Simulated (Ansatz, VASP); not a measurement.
One calculation of Ba, two programs

```xyz
2
Lattice="2.2043 -3.9989 0.0000 2.2043 3.9989 0.0000 0.0000 0.0000 7.4305" Properties=species:S:1:pos:R:3 pbc="T T T"
Ba    2.2043   -1.1964    1.8576
Ba    2.2043    1.1964    5.5729
```

Alike in both runs: task electric field gradients; functional LDA; k mesh 11 × 11 × 6; occupations fermi-dirac, width 0.03 eV; no spin polarisation.

|  | VASP | Ansatz |
| --- | --- | --- |
| version | VASP 6.6.1 | Ansatz 0.2.0 |
| potentials or method | VASP PAW LDA potentials, release 64 (Ba_sv) | PAW with Ansatz's default frozen-core files, scalar-relativistic |
| plane-wave cutoff (eV) | 520 | 420 |
| valence electrons in the cell | 20 | 20 |

|  | VASP | Ansatz | Ansatz less VASP |
| --- | --- | --- | --- |
| pressure (GPa) | -1.5 | -1.5 | -0.02 |
| traceless stress, the component that is largest in VASP (GPa) | 0.10 | 0.10 | +0.001 |
| rms of the force components (eV/Å) | 0.018 | 0.018 | -0.0002 |
| size of Vzz on the site where it differs most (V/Å²) | 9.9 | 9.3 | -0.64 |

LDA's correlation is that of Perdew and Zunger in VASP and of Perdew and Wang (1992) in Ansatz. Atom by atom the forces differ by 0.000 eV/Å (rms over components).

Spin-orbit coupling is off throughout.
